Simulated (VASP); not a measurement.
# AgCl (P1) in VASP: further runs

AgCl is run at these levels: PBE, PBEsol; tasks: single point.

Everything below comes from runs of VASP 6.6.1. Logs are shortened: lines on timing, memory, paths and dates and some standing lists are left out, and cuts for length are marked.

## 1. The cell of the first run

The typed cell holds 16 atoms: a = 7.844 Å, b = 7.844 Å, c = 7.844 Å, α = 60.00°, β = 60.00°, γ = 60.00°.

## 2. Single point, PBE

INCAR reads:

```
SYSTEM = AgCl
  ALGO = Normal
  EDIFF = 1E-7
  ENCUT = 520
  GGA = PE
  ISIF = 2
  ISMEAR = -1
  LASPH = .TRUE.
  LCHARG = .FALSE.
  LREAL = Auto
  LWAVE = .FALSE.
  NBANDS = 86
  NELM = 60
  PREC = Accurate
  SIGMA = 0.069
```

KPOINTS reads:

```
k-points
0
G
  2 2 2
  0 0 0
```

POSCAR reads:

```
AgCl
1.0
    0.0000000000      5.5463451273      5.5463451273
    5.5463451273      0.0000000000      5.5463451273
    5.5463451273      5.5463451273      0.0000000000
Ag Cl
8 8
Direct
    0.0235761564     -0.0087126745      0.0082801375
   -0.0085809662      0.0285838685      0.4785472125
   -0.0080105906      0.5170081259      0.0048847483
    0.0004163102      0.5043025516      0.4875531432
    0.5198379174     -0.0129565504     -0.0149189237
    0.5043229254     -0.0345097529      0.5360672536
    0.5030922050      0.4628094612      0.0168572272
    0.5153016869      0.5108818393      0.4858963765
    0.2454336088      0.2401544566      0.2714539873
    0.2337240958      0.2360066801      0.7447535999
    0.2779777429      0.7228332186      0.2545724198
    0.1766629154      0.7826077174      0.7601339987
    0.7482433755      0.2959179356      0.2375317384
    0.7084148948      0.2626739712      0.7878957042
    0.7078277514      0.7918791383      0.2497852132
    0.7404568064      0.7523581573      0.7588775858
```

Potentials or basis: VASP PAW PBE potentials, release 64 (Ag, Cl).

On the command line:

```bash
$ cat potpaw_PBE.64/Ag/POTCAR potpaw_PBE.64/Cl/POTCAR > POTCAR
$ mpirun -np 1 vasp_std > vasp.out
```

OUTCAR:

```text
SYSTEM = AgCl
   EDIFF = 1E-7
   ENCUT = 520
   GGA = PE
   ISIF = 2
   ISMEAR = -1
   LASPH = .TRUE.
   LREAL = Auto
   NELM = 60
   PREC = Accurate

 ion  position               nearest neighbor table
   1  0.024  0.991  0.008-  10 2.54  12 2.61  11 2.78  15 2.90  13 2.98  14 2.99
   2  0.991  0.029  0.479-   9 2.60  12 2.62  13 2.69  16 2.93  11 2.96  14 3.03
   3  0.992  0.517  0.005-  12 2.52  13 2.58  16 2.76   9 2.89  15 2.89  10 3.01
   4  0.000  0.504  0.488-   9 2.67  10 2.73  11 2.76  16 2.88  15 2.95  14 2.98
   5  0.520  0.987  0.985-  15 2.54  16 2.56  14 2.61  11 2.81  10 2.93   9 3.00
   6  0.504  0.965  0.536-  16 2.55  15 2.60  10 2.68  12 2.90   9 2.91
   7  0.503  0.463  0.017-  14 2.38  13 2.64   9 2.67  11 2.77  16 2.93
   8  0.515  0.511  0.486-  13 2.57  11 2.61  15 2.65  14 2.78  12 3.07  10 3.09
   9  0.245  0.240  0.271-   2 2.60   7 2.67   4 2.67   3 2.89   6 2.91   5 3.00
  10  0.234  0.236  0.745-   1 2.54   6 2.68   4 2.73   5 2.93   3 3.01   8 3.09
  11  0.278  0.723  0.255-   8 2.61   4 2.76   7 2.77   1 2.78   5 2.81   2 2.96
  12  0.177  0.783  0.760-   3 2.52   1 2.61   2 2.62   6 2.90   8 3.07
  13  0.748  0.296  0.238-   8 2.57   3 2.58   7 2.64   2 2.69   1 2.98
  14  0.708  0.263  0.788-   7 2.38   5 2.61   8 2.78   4 2.98   1 2.99   2 3.03
  15  0.708  0.792  0.250-   5 2.54   6 2.60   8 2.65   3 2.89   1 2.90   4 2.95
  16  0.740  0.752  0.759-   6 2.55   5 2.56   3 2.76   4 2.88   2 2.93   7 2.93

  LATTYP: Found a face centered cubic cell.
 ALAT       =    11.0926902546

  Lattice vectors:

 A1 = (   0.0000000000,   5.5463451273,   5.5463451273)
 A2 = (   5.5463451273,   0.0000000000,   5.5463451273)
 A3 = (   5.5463451273,   5.5463451273,   0.0000000000)

Analysis of symmetry for initial positions (statically):
=====================================================================
 Subroutine PRICEL returns:
 Original cell was already a primitive cell.

 Routine SETGRP: Setting up the symmetry group for a
 face centered cubic supercell.

 Subroutine GETGRP returns: Found  1 space group operations
 (whereof  1 operations were pure point group operations)
 out of a pool of 48 trial point group operations.

The static configuration has the point symmetry C_1 .

Analysis of symmetry for dynamics (positions and initial velocities):
=====================================================================
 Subroutine PRICEL returns:
 Original cell was already a primitive cell.

 Routine SETGRP: Setting up the symmetry group for a
 face centered cubic supercell.

 Subroutine GETGRP returns: Found  1 space group operations
 (whereof  1 operations were pure point group operations)
 out of a pool of 48 trial point group operations.

The dynamic configuration has the point symmetry C_1 .

 Subroutine INISYM returns: Found  1 space group operations
 (whereof  1 operations are pure point group operations),
 and found     1 'primitive' translations

----------------------------------------------------------------------------------------

                                     Primitive cell

  volume of cell :     341.2327

  direct lattice vectors                    reciprocal lattice vectors
     0.000000000  5.546345127  5.546345127    -0.090149457  0.090149457  0.090149457
     5.546345127  0.000000000  5.546345127     0.090149457 -0.090149457  0.090149457
     5.546345127  5.546345127  0.000000000     0.090149457  0.090149457 -0.090149457

  length of vectors
     7.843716501  7.843716501  7.843716501     0.156143439  0.156143439  0.156143439

  position of ions in fractional coordinates (direct lattice)
     0.023576156  0.991287325  0.008280138
     0.991419034  0.028583869  0.478547212
     0.991989409  0.517008126  0.004884748
     0.000416310  0.504302552  0.487553143
     0.519837917  0.987043450  0.985081076
     0.504322925  0.965490247  0.536067254
[... 8 lines left out ...]
     0.707827751  0.791879138  0.249785213
     0.740456806  0.752358157  0.758877586

  ion indices of the primitive-cell ions
   primitive index   ion index
                 1           1
                 2           2
                 3           3
                 4           4
                 5           5
                 6           6
[... 8 lines left out ...]
                15          15
                16          16

----------------------------------------------------------------------------------------

 KPOINTS: k-points

Automatic generation of k-mesh.
 Grid dimensions read from file:
 generate k-points for:    2    2    2

 Generating k-lattice:

  Cartesian coordinates                     Fractional coordinates (reciprocal lattice)
    -0.045074728  0.045074728  0.045074728     0.500000000  0.000000000  0.000000000
     0.045074728 -0.045074728  0.045074728     0.000000000  0.500000000  0.000000000
     0.045074728  0.045074728 -0.045074728     0.000000000  0.000000000  0.500000000

  Length of vectors
     0.078071720  0.078071720  0.078071720

  Shift w.r.t. Gamma in fractional coordinates (k-lattice)
     0.000000000  0.000000000  0.000000000

 Subroutine IBZKPT returns following result:
 ===========================================

 Found      8 irreducible k-points:

 Following reciprocal coordinates:
            Coordinates               Weight
  0.000000  0.000000  0.000000      1.000000
  0.500000  0.000000  0.000000      1.000000
  0.000000  0.500000  0.000000      1.000000
  0.000000  0.000000  0.500000      1.000000
  0.500000  0.500000  0.500000      1.000000
  0.500000  0.500000  0.000000      1.000000
  0.000000  0.500000  0.500000      1.000000
  0.500000  0.000000  0.500000      1.000000
   k-points           NKPTS =      8   k-points in BZ     NKDIM =      8   number of bands    NBANDS=     86
   number of dos      NEDOS =    301   number of ions     NIONS =     16
   total plane-waves  NPLWV = 216000
   dimension x,y,z NGX =    60 NGY =   60 NGZ =   60
   dimension x,y,z NGXF=   120 NGYF=  120 NGZF=  120
   ions per type =               8   8
   NGX,Y,Z   is equivalent  to a cutoff of  12.72, 12.72, 12.72 a.u.
   NGXF,Y,Z  is equivalent  to a cutoff of  25.43, 25.43, 25.43 a.u.
 SYSTEM =  AgCl
   PREC   = accura    normal or accurate (medium, high low for compatibility)
   ISTART =      0    job   : 0-new  1-cont  2-samecut
   ICHARG =      2    charge: 1-file 2-atom 10-const
   ISPIN  =      1    spin polarized calculation?
   LNONCOLLINEAR =      F non collinear calculations
   LSORBIT =      F    spin-orbit coupling
   LASPH  =      T    aspherical Exc in radial PAW
   ENCUT  =  520.0 eV  38.22 Ry    6.18 a.u.  14.58 14.58 14.58*2*pi/ulx,y,z
   NELM   =     60;   NELMIN=  2; NELMDL= -5     # of ELM steps
   EDIFF  = 0.1E-06   stopping-criterion for ELM
   LREAL  =      T    real-space projection
   EDIFFG = 0.1E-05   stopping-criterion for IOM
   NSW    =      0    number of steps for IOM
   IBRION =     -1    ionic relax: 0-MD 1-quasi-New 2-CG
   NFREE  =      0    steps in history (QN), initial steepest desc. (CG)
   ISIF   =      2    stress and relaxation
   ISYM   =      2    0-nonsym 1-usesym 2-fastsym
   POTIM  = 0.5000    time-step for ionic-motion
   TEBEG  =    0.0;   TEEND  =   0.0 temperature during run
   PSTRESS=    0.0 pullay stress
   NELECT =     144.0000    total number of electrons
   NUPDOWN=      -1.0000    fix difference up-down
   EMIN   =  10.00;   EMAX   =-10.00  energy-range for DOS
   EFERMI =   0.00;   METHOD = LEGACY
   ISMEAR =    -1;   SIGMA  =   0.07  broadening in eV -4-tet -1-fermi 0-gaus
   EFERMI_NEDOS =   21; number of points for ismear=-14 and -15
   IALGO  =     38    algorithm
   IMIX   =      4    mixing-type and parameters
     AMIX     =   0.40;   BMIX     =  1.00
     AMIX_MAG =   1.60;   BMIX_MAG =  1.00
  volume/ion in A,a.u.               =      21.33       143.92
  Fermi-wavevector in a.u.,A,eV,Ry     =   1.227945  2.320479 20.515517  1.507848
  Thomas-Fermi vector in A             =   2.362889
   LORBIT       =      0    0 simple, 1 ext, 2 COOP (PROOUT), +10 PAW based schemes
   GGA     = PE    functional components
   LHFCALC =     F    Hartree Fock is set to
   AEXX    =    0.0000 exact exchange contribution
   IVDW    =     0    specifies the selected vdW correction
   LEPSILON=     F    determine dielectric tensor
   LRPA    =     F    only Hartree local field effects (RPA)
 non-spin polarized calculation
  energy-cutoff  :      520.00
  volume of cell :      341.23
 maximum number of plane-waves:      9257
 NGX is ok and might be reduce to    60
   NGX = 29   NGY = 29   NGZ = 29

 number of electron     144.0000001 magnetization

 Free energy of the ion-electron system (eV)
  ---------------------------------------------------
  ext. energy  EPLUGINS =         0.00000000
  ---------------------------------------------------
  free energy    TOTEN  =       -42.38933917 eV

  energy without entropy =      -42.38856464  energy(sigma->0) =      -42.38895190

 E-fermi :   4.3994     XC(G=0):  -9.9443

 val. band max:        3.8616812753   @ k =   0.0000   0.0000   0.0000
 cond. band min:       4.8061472191   @ k =   0.0000   0.0000   0.0000
 fundamental gap:      0.9444659438
 Fermi energy:         4.3993998156

 k-point     1 :       0.0000    0.0000    0.0000
  band No.  band energies     occupation
      1     -11.4286      2.00000
      2     -11.0730      2.00000
      3     -11.0250      2.00000
      4     -10.9816      2.00000
      5     -10.9105      2.00000
      6     -10.9010      2.00000
[... 76 lines left out ...]
     83      10.3317      0.00000
     84      10.4946      0.00000

 k-point     2 :       0.5000    0.0000    0.0000
  band No.  band energies     occupation
      1     -11.3022      2.00000
      2     -11.1118      2.00000
      3     -11.0663      2.00000
      4     -11.0210      2.00000
      5     -10.9655      2.00000
      6     -10.8785      2.00000
[... 511 lines left out ...]
     83       9.9783      0.00000
     84      10.1627      0.00000

 k-point     8 :       0.5000    0.0000    0.5000
  band No.  band energies     occupation
      1     -11.2689      2.00000
      2     -11.1176      2.00000
      3     -11.0784      2.00000
      4     -10.9963      2.00000
      5     -10.9590      2.00000
      6     -10.9281      2.00000
[... 76 lines left out ...]
     83       9.9189      0.00000
     84       9.9815      0.00000
 [bands above 84 left out]

------------------------ aborting loop because EDIFF is reached ----------------------------------------

  FORCE on cell =-STRESS in cart. coord.  units (eV):
  Direction    XX          YY          ZZ          XY          YZ          ZX
  --------------------------------------------------------------------------------------
  -------------------------------------------------------------------------------------
  Total        8.0504338      6.6624974      6.8853469      0.5947194      0.0991341      0.2084315
  in kB       37.7989033     31.2821770     32.3285139      2.7923637      0.4654605      0.9786408
  external PRESSURE =      33.8031981 kB  Pullay stress =       0.0000000 kB

 VOLUME and BASIS-vectors are now :
 -----------------------------------------------------------------------------
  energy-cutoff  :      520.00
  volume of cell :      341.23
      direct lattice vectors                 reciprocal lattice vectors
     0.000000000  5.546345127  5.546345127    -0.090149457  0.090149457  0.090149457
     5.546345127  0.000000000  5.546345127     0.090149457 -0.090149457  0.090149457
     5.546345127  5.546345127  0.000000000     0.090149457  0.090149457 -0.090149457

 POSITION                                       TOTAL-FORCE (eV/Angst)
 -----------------------------------------------------------------------------------
      5.54395      0.17669      5.62878         0.265021      0.038974     -0.315791
      2.81272      8.15294      5.65729        -0.050861     -0.086232     -0.283521
      2.89460      5.52901      8.36942        -0.173920      0.184106     -0.022723
      5.50117      2.70645      2.79934         0.114068     -0.032369     -0.059602
     10.93808      8.34680      8.35768         0.291875     -0.472984     -0.152753
      8.32816      5.77036      8.15209         0.111553     -0.323855     -0.010159
[... 8 lines left out ...]
      5.77743      5.31125      8.31789         0.114450      0.792128      0.328529
      8.38183      8.31583      8.27967        -0.578448     -0.127533      0.091009
 -----------------------------------------------------------------------------------
    total drift:                               -0.001702     -0.003623      0.001101

  FREE ENERGIE OF THE ION-ELECTRON SYSTEM (eV)
  ---------------------------------------------------
  free  energy   TOTEN  =       -42.3893391684 eV

  energy  without entropy=      -42.3885646400  energy(sigma->0) =      -42.38895190
```

Wall time 2.9 min (1 thread of Intel Xeon 6975P-C (Granite Rapids), shared host); peak memory 0.55 GiB.

Results:

```yaml
Free_energy: -42.3893 eV
Pressure: 3.4 GPa
Largest_force: 1.041 eV/Å
Band_gap_on_the_k_mesh: 0.94 eV
```

Forces on the atoms (eV/Å):
```
Ag   0.265  0.039 -0.316
Ag  -0.051 -0.086 -0.284
Ag  -0.174  0.184 -0.023
Ag   0.114 -0.032 -0.060
Ag   0.292 -0.473 -0.153
Ag   0.112 -0.324 -0.010
Ag   0.923 -0.218  0.139
Ag   0.431  0.351 -0.313
Cl   0.058 -0.202 -0.002
Cl   0.158  0.156  0.409
Cl   0.059 -0.482 -0.170
Cl  -0.388  0.247  0.105
Cl  -0.480  0.603 -0.155
Cl  -0.855 -0.428  0.411
Cl   0.114  0.792  0.329
Cl  -0.578 -0.128  0.091
```

Caveat: the k points lie up to 0.49 Å⁻¹ apart; the atoms stand as in a frame of molecular dynamics; forces of over 1 eV/Å act on the atoms, so gaps and moduli don't describe the material at rest. As with any semilocal functional, this PBE gap is likely too small.

## 3. Single point, PBE

INCAR reads:

```
PREC = Accurate
ENCUT = 520
EDIFF = 1E-7
ISMEAR = -1
SIGMA = 0.069
LREAL = Auto
LASPH = True
NELM = 100
ALGO = Normal
ISIF = 2
LWAVE = False
LCHARG = False
GGA = PE
NBANDS = 86
```

KPOINTS reads:

```
regular mesh
0
Gamma
  2 2 2
```

POSCAR reads:

```
AgCl
1.0
    0.0000000000      5.5463451273      5.5463451273
    5.5463451273      0.0000000000      5.5463451273
    5.5463451273      5.5463451273      0.0000000000
Ag Cl
8 8
Direct
    0.0320334375     -0.0150312500      0.0115042426
   -0.0258903831      0.0558535383      0.4778896623
   -0.0133594283      0.5189787029      0.0127741780
   -0.0110420464      0.5139429542      0.4989848155
    0.5242103463     -0.0111962921     -0.0263022759
    0.4946947831     -0.0271290366      0.5453852818
    0.4887164318      0.4701182383      0.0307204107
    0.5096274096      0.5220357611      0.4890967723
    0.2320002579      0.2504286099      0.2891176916
    0.2237853887      0.2597981133      0.7311294027
    0.2778243987      0.7127744324      0.2427225441
    0.1748235059      0.7619665569      0.7817073046
    0.7777810253      0.2852656955      0.2263193096
    0.7065517760      0.2461925770      0.7729706503
    0.7269572858      0.7858463366      0.2347475626
    0.7444684572      0.7408680682      0.7576694027
```

Potentials or basis: VASP PAW PBE potentials, release 64 (Ag, Cl).

On the command line:

```bash
$ cat potpaw_PBE.64/Ag/POTCAR potpaw_PBE.64/Cl/POTCAR > POTCAR
$ mpirun -np 1 vasp_std > vasp.out
```

Run time: 3 min. Hardware: 1 thread of Intel Xeon 6975P-C (Granite Rapids), shared host; peak memory 0.54 GiB.

The run converged. Its results:

- Free energy: -42.2595 eV
- Pressure: 3.8 GPa
- Largest force: 1.003 eV/Å
- Band gap on the k mesh: 0.87 eV (least direct gap 0.96 eV)

Forces in eV/Å, atoms in the order of the input:
```
Ag   0.286 -0.139 -0.019
Ag  -0.175  0.593 -0.488
Ag  -0.313  0.199 -0.122
Ag   0.142 -0.243 -0.111
Ag   0.319 -0.327 -0.634
Ag  -0.067 -0.312 -0.009
Ag  -0.438 -0.116  0.129
Ag   0.227  0.090 -0.216
Cl  -0.372  0.150  0.147
Cl   0.048  0.551  0.138
Cl   0.536 -0.014  0.321
Cl  -0.508 -0.101  0.859
Cl  -0.311 -0.198 -0.641
Cl   0.448 -0.258  0.684
Cl   0.698  0.562 -0.025
Cl  -0.521 -0.436 -0.015
```

Stress tensor (GPa, compression positive):
```
 3.44  0.15  0.16
 0.15  3.49 -0.07
 0.16 -0.07  4.50
```

Levels at points of the mesh, in eV from the valence-band top:
| k point | band 68 | band 69 | band 70 | band 71 | band 72 | band 73 | band 74 | band 75 | band 76 | band 77 |
| --- | --- | --- | --- | --- | --- | --- | --- | --- | --- | --- |
| (0.00, 0.00, 0.00) | -0.24 | -0.20 | -0.16 | -0.14 | -0.08 | 0.87 | 2.50 | 2.53 | 2.71 | 3.90 |
| (0.50, 0.00, 0.00) | -0.81 | -0.67 | -0.67 | -0.55 | -0.42 | 2.66 | 2.83 | 3.74 | 3.78 | 3.88 |
| (0.00, 0.50, 0.00) | -0.87 | -0.78 | -0.73 | -0.60 | -0.47 | 2.66 | 2.83 | 3.63 | 3.77 | 3.87 |
| (0.00, 0.00, 0.50) | -0.86 | -0.77 | -0.74 | -0.58 | -0.38 | 2.66 | 2.81 | 3.67 | 3.83 | 3.89 |
| (0.50, 0.50, 0.50) | -0.85 | -0.78 | -0.68 | -0.59 | -0.42 | 2.68 | 2.76 | 3.62 | 3.76 | 3.86 |
| (0.50, 0.50, 0.00) | -1.00 | -0.40 | -0.29 | -0.22 | -0.11 | 3.17 | 3.29 | 4.05 | 4.11 | 4.27 |
| (0.00, 0.50, 0.50) | -1.15 | -0.43 | -0.25 | -0.13 | 0.00 | 3.12 | 3.22 | 4.01 | 4.05 | 4.29 |
| (0.50, 0.00, 0.50) | -1.12 | -0.35 | -0.21 | -0.16 | 0.00 | 3.15 | 3.25 | 4.04 | 4.04 | 4.38 |

Caveat: the k points lie up to 0.49 Å⁻¹ apart; the atoms stand as in a frame of molecular dynamics; forces of over 1 eV/Å act on the atoms, so gaps and moduli don't describe the material at rest. A k mesh can miss the band edges.

(Part 1 of 2 ends here.)
